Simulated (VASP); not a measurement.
GaN: relaxation of cell and atoms with BLYP

The system is GaN.

```
Ga N
1.0
     3.18000    0.00000    0.00000
    -1.59000    2.75396    0.00000
     0.00000    0.00000    5.16600
Ga N
2 2
Direct
  0.66667 0.33333 0.50000
  0.33333 0.66667 0.00000
  0.66667 0.33333 0.87500
  0.33333 0.66667 0.37500
```

| Property | Result |
| --- | --- |
| Program | VASP 6.6.1 |
| Task | relaxation of cell and atoms |
| Functional | BLYP |
| Potentials or basis | VASP PAW PBE potentials, release 64 (Ga_d, N) |
| Cutoff | 600 eV |
| k mesh | 7 × 7 × 4 |
| Occupations | fermi-dirac, width 0.05 eV |
| Spin | no spin polarisation |
| Dipole correction | no |
| Further INCAR settings | ALGO = Normal; EDIFF = 1e-06; IBRION = 2; EDIFFG = -0.02; NSW = 80; ISIF = 3 |

The relaxed volume is 12.23 Å³/atom, the relaxed cell is a = 3.259 Å, b = 3.259 Å, c = 5.318 Å, α = 90.00°, β = 90.00°, γ = 120.00° and the space group after relaxing (to 0.05 Å) is P6_3mc (No. 186). The energy gained by relaxing is 38.2 meV/atom. The ionic steps are 3 and the pressure after relaxing is -0.2 GPa. The band gap on the k mesh is 1.51 eV, direct.

Stress tensor (GPa, compression positive):
```
-0.11  0.00  0.00
 0.00 -0.11  0.00
 0.00  0.00 -0.25
```

The path:
```tsv
step	energy change (eV)	largest force (eV/Å)	pressure (GPa)	volume (Å³)
1	0.0000	0.1333	14.29	45.24
2	-0.0574	0.0489	-8.66	52.17
3	-0.1529	0.0011	-0.15	48.91
```

Final structure:
```
CELL_PARAMETERS angstrom
3.25874 0.00000 0.00000
-1.62937 2.82215 0.00000
0.00000 0.00000 5.31789
ATOMIC_POSITIONS crystal
Ga 0.66667 0.33333 0.49930
Ga 0.33333 0.66667 0.99930
N 0.66667 0.33333 0.87570
N 0.33333 0.66667 0.37570
```

Levels at points of the mesh, in eV from the valence-band top:
```csv
k point,band 14,band 15,band 16,band 17,band 18,band 19,band 20,band 21,band 22
"(0.00, 0.00, 0.00)",-0.94,-0.94,-0.04,0.00,0.00,1.51,3.85,8.87,9.52
"(0.00, 0.00, 0.50)",-3.69,-0.48,-0.48,-0.48,-0.48,3.84,3.84,8.18,8.18
```

Wall time 2.6 min on 1 thread of Intel(R) Xeon(R) 6975P-C (Granite Rapids) (shared host), peak memory 0.19 GiB.

Caveat: the PAW data sets were made with another functional, which shifts forces and pressure a little. Zero-point motion and thermal expansion aren't in these numbers.
